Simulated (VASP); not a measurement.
# In2O3 (R-3c) in VASP: a series of runs, part 3 of 3

VASP 6.6.1. Earlier steps stand in the parts before.

## (6) Single point, PBE

This run uses another cell than the first one, of 12.61 Å³/atom.

The input, INCAR:

```
  ALGO = Normal
  EDIFF = 1E-6
  ENCUT = 520
  GGA = PE
  ISIF = 2
  ISMEAR = -1
  LASPH = T
  LCHARG = F
  LREAL = F
  LWAVE = F
  NBANDS = 55
  NELM = 60
  PREC = Accurate
  SIGMA = 0.05
```

The input, KPOINTS:

```
k-points
0
Gamma
  6 6 6
```

The input, POSCAR:

```
In2O3
1.0
    2.7435000000      1.5839604635      4.8366666667
   -2.7435000000      1.5839604635      4.8366666667
    0.0000000000     -3.1679209270      4.8366666667
In O
4 6
Direct
    0.8573100000      0.8573100000      0.8573100000
    0.6426900000      0.6426900000      0.6426900000
    0.1426900000      0.1426900000      0.1426900000
    0.3573100000      0.3573100000      0.3573100000
    0.0480000000      0.7500000000      0.4520000000
    0.7500000000      0.4520000000      0.0480000000
    0.4520000000      0.0480000000      0.7500000000
    0.9520000000      0.2500000000      0.5480000000
    0.2500000000      0.5480000000      0.9520000000
    0.5480000000      0.9520000000      0.2500000000
```

Potentials or basis: VASP PAW PBE potentials, release 64 (In_d, O).

The run is started by

```sh
$ cat potpaw_PBE.64/In_d/POTCAR potpaw_PBE.64/O/POTCAR > POTCAR
$ mpirun -np 1 vasp_std > vasp.out
```

OUTCAR:

```text
EDIFF = 1E-6
   ENCUT = 520
   GGA = PE
   ISIF = 2
   ISMEAR = -1
   LASPH = T
   LREAL = F
   NELM = 60
   PREC = Accurate

 ion  position               nearest neighbor table
   1  0.857  0.857  0.857-   8 2.12  10 2.12   9 2.12   6 2.26   5 2.26   7 2.26   2 3.11   3 3.24
                             3 3.24   3 3.24   2 3.61   2 3.61   2 3.61   4 3.99   4 3.99   4 3.99
   2  0.643  0.643  0.643-   9 2.12  10 2.12   8 2.12   6 2.26   5 2.26   7 2.26   1 3.11   4 3.24
                             4 3.24   4 3.24   1 3.61   1 3.61   1 3.61   3 3.99   3 3.99   3 3.99
   3  0.143  0.143  0.143-   5 2.12   7 2.12   6 2.12   8 2.26   9 2.26  10 2.26   4 3.11   1 3.24
                             1 3.24   1 3.24   4 3.61   4 3.61   4 3.61   2 3.99   2 3.99   2 3.99
   4  0.357  0.357  0.357-   6 2.12   7 2.12   5 2.12   8 2.26   9 2.26  10 2.26   3 3.11   2 3.24
                             2 3.24   2 3.24   3 3.61   3 3.61   3 3.61   1 3.99   1 3.99   1 3.99
   5  0.048  0.750  0.452-   3 2.12   4 2.12   1 2.26   2 2.26
   6  0.750  0.452  0.048-   4 2.12   3 2.12   1 2.26   2 2.26
   7  0.452  0.048  0.750-   3 2.12   4 2.12   1 2.26   2 2.26
   8  0.952  0.250  0.548-   1 2.12   2 2.12   3 2.26   4 2.26
   9  0.250  0.548  0.952-   2 2.12   1 2.12   3 2.26   4 2.26
  10  0.548  0.952  0.250-   1 2.12   2 2.12   3 2.26   4 2.26

  LATTYP: Found a trigonal (rhomboedric) cell.
 ALAT       =     5.7817875648
 COS(alpha) =     0.5496857780

  Lattice vectors:

 A1 = (   2.7435000000,   1.5839604635,   4.8366666667)
 A2 = (  -2.7435000000,   1.5839604635,   4.8366666667)
 A3 = (   0.0000000000,  -3.1679209270,   4.8366666667)

Analysis of symmetry for initial positions (statically):
=====================================================================
 Subroutine PRICEL returns:
 Original cell was already a primitive cell.

 Routine SETGRP: Setting up the symmetry group for a
 trigonal (rhombohedral) supercell.

 Subroutine GETGRP returns: Found 12 space group operations
 (whereof  6 operations were pure point group operations)
 out of a pool of 12 trial point group operations.

The static configuration has the point symmetry S_6 .
 The point group associated with its full space group is D_3d.

Analysis of symmetry for dynamics (positions and initial velocities):
=====================================================================
 Subroutine PRICEL returns:
 Original cell was already a primitive cell.

 Routine SETGRP: Setting up the symmetry group for a
 trigonal (rhombohedral) supercell.

 Subroutine GETGRP returns: Found 12 space group operations
 (whereof  6 operations were pure point group operations)
 out of a pool of 12 trial point group operations.

The dynamic configuration has the point symmetry S_6 .
 The point group associated with its full space group is D_3d.

 Subroutine INISYM returns: Found 12 space group operations
 (whereof  6 operations are pure point group operations),
 and found     1 'primitive' translations

----------------------------------------------------------------------------------------

                                     Primitive cell

  volume of cell :     126.1092

  direct lattice vectors                    reciprocal lattice vectors
[... 63 lines left out ...]
  0.500000 -0.000000  0.000000      3.000000
  0.166667  0.166667  0.000000      6.000000
  0.333333  0.166667 -0.000000     12.000000
[... 16 lines left out ...]
  0.500000  0.500000  0.166667      6.000000
 -0.333333  0.500000  0.166667     12.000000
 [... further k-points ...]
   k-points           NKPTS =     32   k-points in BZ     NKDIM =     32   number of bands    NBANDS=     55
   number of dos      NEDOS =    301   number of ions     NIONS =     10
   total plane-waves  NPLWV = 110592
   dimension x,y,z NGX =    48 NGY =   48 NGZ =   48
   dimension x,y,z NGXF=    96 NGYF=   96 NGZF=   96
   ions per type =               4   6
   NGX,Y,Z   is equivalent  to a cutoff of  13.80, 13.80, 13.80 a.u.
   NGXF,Y,Z  is equivalent  to a cutoff of  27.60, 27.60, 27.60 a.u.
 SYSTEM =  unknown system
   PREC   = accura    normal or accurate (medium, high low for compatibility)
   ISTART =      0    job   : 0-new  1-cont  2-samecut
   ICHARG =      2    charge: 1-file 2-atom 10-const
   ISPIN  =      1    spin polarized calculation?
   LNONCOLLINEAR =      F non collinear calculations
   LSORBIT =      F    spin-orbit coupling
   LASPH  =      T    aspherical Exc in radial PAW
   ENCUT  =  520.0 eV  38.22 Ry    6.18 a.u.  10.75 10.75 10.75*2*pi/ulx,y,z
   NELM   =     60;   NELMIN=  2; NELMDL= -5     # of ELM steps
   EDIFF  = 0.1E-05   stopping-criterion for ELM
   LREAL  =      F    real-space projection
   EDIFFG = 0.1E-04   stopping-criterion for IOM
   NSW    =      0    number of steps for IOM
   IBRION =     -1    ionic relax: 0-MD 1-quasi-New 2-CG
   NFREE  =      0    steps in history (QN), initial steepest desc. (CG)
   ISIF   =      2    stress and relaxation
   ISYM   =      2    0-nonsym 1-usesym 2-fastsym
   POTIM  = 0.5000    time-step for ionic-motion
   TEBEG  =    0.0;   TEEND  =   0.0 temperature during run
   PSTRESS=    0.0 pullay stress
   NELECT =      88.0000    total number of electrons
   NUPDOWN=      -1.0000    fix difference up-down
   EMIN   =  10.00;   EMAX   =-10.00  energy-range for DOS
   EFERMI =   0.00;   METHOD = LEGACY
   ISMEAR =    -1;   SIGMA  =   0.05  broadening in eV -4-tet -1-fermi 0-gaus
   EFERMI_NEDOS =   21; number of points for ismear=-14 and -15
   IALGO  =     38    algorithm
   IMIX   =      4    mixing-type and parameters
     AMIX     =   0.40;   BMIX     =  1.00
     AMIX_MAG =   1.60;   BMIX_MAG =  1.00
  volume/ion in A,a.u.               =      12.61        85.10
  Fermi-wavevector in a.u.,A,eV,Ry     =   1.452068  2.744010 28.687886  2.108500
  Thomas-Fermi vector in A             =   2.569492
   LORBIT       =      0    0 simple, 1 ext, 2 COOP (PROOUT), +10 PAW based schemes
   GGA     = PE    functional components
   LHFCALC =     F    Hartree Fock is set to
   AEXX    =    0.0000 exact exchange contribution
   IVDW    =     0    specifies the selected vdW correction
   LEPSILON=     F    determine dielectric tensor
   LRPA    =     F    only Hartree local field effects (RPA)
 non-spin polarized calculation
  energy-cutoff  :      520.00
  volume of cell :      126.11
 maximum number of plane-waves:      3426
 NGX is ok and might be reduce to    48
   NGX = 21   NGY = 21   NGZ = 21

 number of electron      88.0000008 magnetization

 Free energy of the ion-electron system (eV)
  ---------------------------------------------------
  ext. energy  EPLUGINS =         0.00000000
  ---------------------------------------------------
  free energy    TOTEN  =       -55.28730972 eV

  energy without entropy =      -55.28730947  energy(sigma->0) =      -55.28730959

 E-fermi :   6.3769     XC(G=0): -11.2355

 val. band max:        5.6269769069   @ k =   0.3333  -0.0000   0.0000
 cond. band min:       6.9224250143   @ k =   0.0000   0.0000   0.0000
 fundamental gap:      1.2954481074
 Fermi energy:         6.3769495630

 k-point     1 :       0.0000    0.0000    0.0000
  band No.  band energies     occupation
      1     -12.0182      2.00000
      2     -11.1367      2.00000
      3     -11.1367      2.00000
      4     -10.9150      2.00000
      5     -10.9150      2.00000
      6     -10.8169      2.00000
[... 1381 lines left out ...]
     54      16.2728      0.00000
     55      16.9087      0.00000

 [... further k-points ...]
[... 5 lines left out ...]
  --------------------------------------------------------------------------------------
  -------------------------------------------------------------------------------------
  Total        7.4726725      7.4726725      6.2178105     -0.0000000      0.0000000      0.0000000
  in kB       94.9379435     94.9379435     78.9953189     -0.0000000      0.0000000      0.0000000
  external PRESSURE =      89.6237353 kB  Pullay stress =       0.0000000 kB

 VOLUME and BASIS-vectors are now :
 -----------------------------------------------------------------------------
  energy-cutoff  :      520.00
  volume of cell :      126.11
      direct lattice vectors                 reciprocal lattice vectors
     2.743500000  1.583960463  4.836666667     0.182248952  0.105221482  0.068917988
    -2.743500000  1.583960463  4.836666667    -0.182248952  0.105221482  0.068917988
     0.000000000 -3.167920927  4.836666667     0.000000000 -0.210442963  0.068917988

 POSITION                                       TOTAL-FORCE (eV/Angst)
 -----------------------------------------------------------------------------------
      0.00000      0.00000     12.43957        -0.000000     -0.000000      0.005941
      0.00000      0.00000      9.32543        -0.000000     -0.000000     -0.005941
      0.00000      0.00000      2.07043        -0.000000     -0.000000     -0.005941
      0.00000      0.00000      5.18457        -0.000000     -0.000000      0.005941
     -1.92594     -0.16790      6.04583        -0.069553     -0.120470     -0.000000
      0.81756      1.75186      6.04583        -0.069553      0.120470     -0.000000
      1.10837     -1.58396      6.04583         0.139107     -0.000000     -0.000000
      1.92594      0.16790      8.46417         0.069553      0.120470     -0.000000
     -0.81756     -1.75186      8.46417         0.069553     -0.120470     -0.000000
     -1.10837      1.58396      8.46417        -0.139107     -0.000000      0.000000
 -----------------------------------------------------------------------------------
    total drift:                                0.000000     -0.000000      0.000000

  FREE ENERGIE OF THE ION-ELECTRON SYSTEM (eV)
  ---------------------------------------------------
  free  energy   TOTEN  =       -55.2873097153 eV

  energy  without entropy=      -55.2873094671  energy(sigma->0) =      -55.28730959
```

Run time: 2.8 min. Hardware: 1 thread of Intel Xeon 6975P-C (Granite Rapids), shared host; peak memory 0.39 GiB.

Results:

- Free energy: -55.2873 eV
- Pressure: 9.0 GPa
- Largest force: 0.139 eV/Å
- Band gap on the k mesh: 1.30 eV (least direct gap 1.34 eV)

Forces in eV/Å, atoms in the order of the input:
```
In   0.000  0.000  0.006
In   0.000  0.000 -0.006
In   0.000  0.000 -0.006
In   0.000  0.000  0.006
O   -0.070 -0.120  0.000
O   -0.070  0.120  0.000
O    0.139  0.000  0.000
O    0.070  0.120  0.000
O    0.070 -0.120  0.000
O   -0.139  0.000  0.000
```

Caveat: the cell stands under pressure; spin-orbit coupling is left out, which moves the levels of the heavy elements. Expect the measured gap to be larger: semilocal functionals such as PBE lack the derivative discontinuity.

## (7) Single point, PBE+D3(BJ)

This run uses another cell than the first one, of 13.01 Å³/atom.

The input, INCAR:

```
PREC = Accurate ; ENCUT = 520
EDIFF = 1E-7 ; ISMEAR = -1
SIGMA = 0.05 ; LREAL = False
LASPH = True ; NELM = 100
ALGO = Normal ; ISIF = 2
LWAVE = False ; LCHARG = True
GGA = PE ; IVDW = 12
LELF = True ; LVHAR = True
NBANDS = 55
```

The input, KPOINTS:

```
regular mesh
0
Gamma
  6 6 6
```

The input, POSCAR:

```
In2O3
1.0
    2.7751871910      1.6022550718      4.8749698546
   -2.7751871910      1.6022550718      4.8749698546
    0.0000000000     -3.2045101436      4.8749698546
In O
4 6
Direct
    0.8576340091      0.8576340091      0.8576340091
    0.6423659909      0.6423659909      0.6423659909
    0.1423659909      0.1423659909      0.1423659909
    0.3576340091      0.3576340091      0.3576340091
    0.0463817913      0.7500000000      0.4536182087
    0.7500000000      0.4536182087      0.0463817913
    0.4536182087      0.0463817913      0.7500000000
    0.9536182087      0.2500000000      0.5463817913
    0.2500000000      0.5463817913      0.9536182087
    0.5463817913      0.9536182087      0.2500000000
```

The run is started by

```sh
$ cat potpaw_PBE.64/In_d/POTCAR potpaw_PBE.64/O/POTCAR > POTCAR
$ mpirun -np 1 vasp_std > vasp.out
```

It took 3.5 min on 1 thread of Intel Xeon 6975P-C (Granite Rapids), shared host; peak memory 0.41 GiB.

Results (log left out):

```
Free energy                : -57.6340 eV
Pressure                   : 0.4 GPa
Largest force              : 0.012 eV/Å
Band gap on the k mesh     : 1.07 eV (least direct gap 1.14 eV)
Dispersion energy per atom : -0.219 eV
```

Forces in eV/Å, atoms in the order of the input:
```
In   0.000  0.000 -0.011
In   0.000  0.000  0.011
In   0.000  0.000  0.011
In   0.000  0.000 -0.011
O   -0.006 -0.011  0.000
O   -0.006  0.011  0.000
O    0.012  0.000  0.000
O    0.006  0.011  0.000
O    0.006 -0.011  0.000
O   -0.012  0.000  0.000
```

Stress tensor (GPa, compression positive):
```
0.50 0.00 0.00
0.00 0.50 0.00
0.00 0.00 0.32
```

Levels at points of the mesh, in eV from the valence-band top:
| k point | band 40 | band 41 | band 42 | band 43 | band 44 | band 45 | band 46 | band 47 | band 48 | band 49 |
| --- | --- | --- | --- | --- | --- | --- | --- | --- | --- | --- |
| (0.00, 0.00, 0.00) | -0.36 | -0.25 | -0.25 | -0.07 | -0.07 | 1.07 | 5.39 | 6.01 | 7.04 | 9.02 |
| (0.50, 0.00, 0.00) | -0.87 | -0.72 | -0.72 | -0.06 | -0.06 | 4.75 | 4.75 | 5.67 | 5.67 | 8.26 |
| (0.50, 0.50, 0.00) | -0.82 | -0.54 | -0.34 | -0.09 | -0.04 | 4.95 | 5.30 | 6.21 | 6.31 | 7.20 |
| (0.50, 0.50, 0.50) | -1.06 | -0.19 | -0.19 | -0.19 | -0.19 | 4.21 | 4.21 | 6.89 | 6.89 | 8.15 |

Caveat: spin-orbit coupling is left out, which moves the levels of the heavy elements. A k mesh can miss the band edges.

## (8) Summary

| level | potentials or basis | cell | gap on the mesh (eV) | pressure (GPa) | largest force (eV/Å) |
| --- | --- | --- | --- | --- | --- |
| BLYP | VASP PAW PBE potentials, release 64 (In_d, O) | a = 5.952 Å, angles 56.5°, 10 atoms, atomic positions A | 0.83 | 0.4 | 0.01 |
| LDA | VASP PAW LDA potentials, release 64 (In_d, O) | a = 5.735 Å, angles 56.9°, 10 atoms, atomic positions B | 1.31 | 0.7 | - |
| PBE | VASP PAW PBE potentials, release 64 (In_d, O) | a = 5.878 Å, angles 56.6°, 10 atoms, atomic positions C | 0.96 | 0.4 | 0.01 |
| RPBE+D3(BJ) | VASP PAW PBE potentials, release 64 (In_d, O) | a = 5.664 Å, angles 57.8°, 10 atoms, atomic positions D | 1.52 | 0.6 | 0.01 |
| PBE | VASP PAW PBE potentials, release 64 (In_d, O) | a = 5.782 Å, angles 56.7°, 10 atoms, atomic positions E | 1.30 | 9.0 | 0.14 |
| PBE+D3(BJ) | VASP PAW PBE potentials, release 64 (In_d, O) | a = 5.834 Å, angles 56.8°, 10 atoms, atomic positions F | 1.07 | 0.4 | 0.01 |

Alike in all rows: task single point; no spin polarisation; k mesh 6 × 6 × 6; cutoff (eV) 520; smearing fermi-dirac 0.05 eV.

Caveats: spin-orbit coupling is left out, which moves the levels of the heavy elements; the PAW data sets were made with another functional, which shifts forces and pressure a little (at least some runs); the dispersion term is far too large for a dense solid, which distorts pressure and volume (at least some runs); the cell stands under pressure (at least some runs).

Total energies depend on the potentials used, so only differences within one code and one set of settings carry meaning.

## (9) How close it comes

Step 3. Measured gap of In2O3: 3.08 eV (optical; powder; “Fabrication and performance enhancement of an In2O3/BiVO4 heterojunction for N-butanol gas sensing applications”, 2024, pmc:11650617). This calculation gives 1.31 eV (-1.77 eV). So large a miss can be the level of theory's own, or it may mean another phase, state or a wrong row. Spin-orbit coupling on In is left out. The value is that of LDA on a finite k mesh, which can miss the band edges, without temperature or zero-point motion. Semilocal functionals fall short of measured gaps as a rule.
